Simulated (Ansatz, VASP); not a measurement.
# HfRu3: VASP beside Ansatz

Contents of POSCAR:

```
HfRu3
1.0
    3.9557730000      0.0000000000      0.0000000000
    0.0000000000      3.9557730000      0.0000000000
    0.0000000000      0.0000000000      3.9557730000
Hf Ru
1 3
Direct
    0.0000000000      0.0000000000      0.0000000000
    0.5000000000      0.5000000000      0.0000000000
    0.0000000000      0.5000000000      0.5000000000
    0.5000000000      0.0000000000      0.5000000000
```

File INCAR.step1:

```
SYSTEM = HfRu3
PREC = Accurate ; ENCUT = 550
ISMEAR = -1 ; SIGMA = 0.1
LREAL = .FALSE. ; LASPH = .TRUE.
NELM = 120 ; NBANDS = 34
GGA = PE ; ALGO = Normal
EDIFF = 1E-5 ; LWAVE = .TRUE.
LCHARG = .FALSE. ; GGA_COMPAT = .FALSE.
```

INCAR.step2

```
SYSTEM = HfRu3
PREC = Accurate ; ENCUT = 550
EDIFF = 1E-6 ; ISMEAR = -1
SIGMA = 0.1 ; LREAL = .FALSE.
LASPH = .TRUE. ; NELM = 120
ALGO = Normal ; ISIF = 2
LWAVE = .FALSE. ; LCHARG = .FALSE.
METAGGA = R2SCAN ; LMIXTAU = .TRUE.
NBANDS = 34 ; ISTART = 1
GGA_COMPAT = .FALSE.
```

KPOINTS

```
Automatic mesh
0
G
  6 6 6
  0 0 0
```

Input for Ansatz:

```yaml
crystal:
  lattice:
    bravais: cubic
    a: 3.955773
  space_group: 221
  atoms:
    - { symbol: Hf, position: [0.0, 0.0, 0.0] }
    - { symbol: Ru, position: [0.5, 0.5, 0.0] }
kpoints:
  mp_grid:
    grid: [6, 6, 6]
hamiltonian:
  xc: r2scan
scf:
  occupations:
    method: fermi_dirac
    width: 0.1
output:
  stress: true
```

Alike in both runs: task single point; functional r2SCAN; k mesh 6 × 6 × 6; occupations fermi-dirac, width 0.1 eV; no spin polarisation.

```csv
,VASP,Ansatz
version,VASP 6.6.1,Ansatz 0.2.0
potentials or method,"VASP PAW PBE potentials, release 64 (Hf_pv, Ru_pv)","plane waves, PAW"
plane-wave cutoff (eV),550,500
valence electrons in the cell,52,74
```

|  | VASP | Ansatz | Ansatz less VASP |
| --- | --- | --- | --- |
| pressure (GPa) | -6.0 | -5.7 | +0.25 |

VASP's potentials were made for PBE, not for r2SCAN. With one functional, cell and mesh, what is left measures potentials, basis and numerics. VASP's potentials hold 52 valence electrons a cell and Ansatz's 74, so a difference there can come from the potentials and not from the codes.

Neither program's run includes spin-orbit coupling.
